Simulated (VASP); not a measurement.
Input of a VASP 6.6.1 run:

File INCAR:

```
  ALGO = Normal
  DIPOL = 0.5 0.5 0.497
  EDIFF = 1E-7
  ENCUT = 520
  GGA = PE
  IDIPOL = 3
  ISIF = 2
  ISMEAR = 0
  IVDW = 12
  LASPH = T
  LCHARG = F
  LDIPOL = T
  LREAL = F
  LWAVE = F
  NBANDS = 28
  NELM = 60
  PREC = Accurate
  SIGMA = 0.1
```

KPOINTS

```
k-points
0
Gamma
  11 11 1
```

The input POSCAR:

```
Mo
1.0
    2.7108763460      0.0000000000      0.0000000000
   -0.9036254487      2.5558387296      0.0000000000
    0.0000000000      0.0000000000     18.4268425357
Mo
3
Direct
    0.5000000000      0.5000000000      0.3798806001
    0.0000000000      0.0000000000      0.4969124748
    0.5000000000      0.5000000000      0.6139476005
```

Potentials or basis: VASP PAW PBE potentials, release 64 (Mo_sv).

Launch:

```sh
$ cat potpaw_PBE.64/Mo_sv/POTCAR > POTCAR
$ mpirun -np 1 vasp_std > vasp.out
```

**Question.** Predict the largest force.

**Answer.** 0.026 eV/Å.

**Question.** Estimate the band gap on the k mesh.

**Answer.** Zero (band 21 reaches 3.01 eV, above the bottom of band 22 at 1.08 eV).

**Question.** Estimate the dispersion energy per atom.

**Answer.** -0.479 eV.

Forces on the atoms (eV/Å):
```
Mo   0.000  0.000 -0.026
Mo   0.000  0.000  0.000
Mo   0.000  0.000  0.026
```
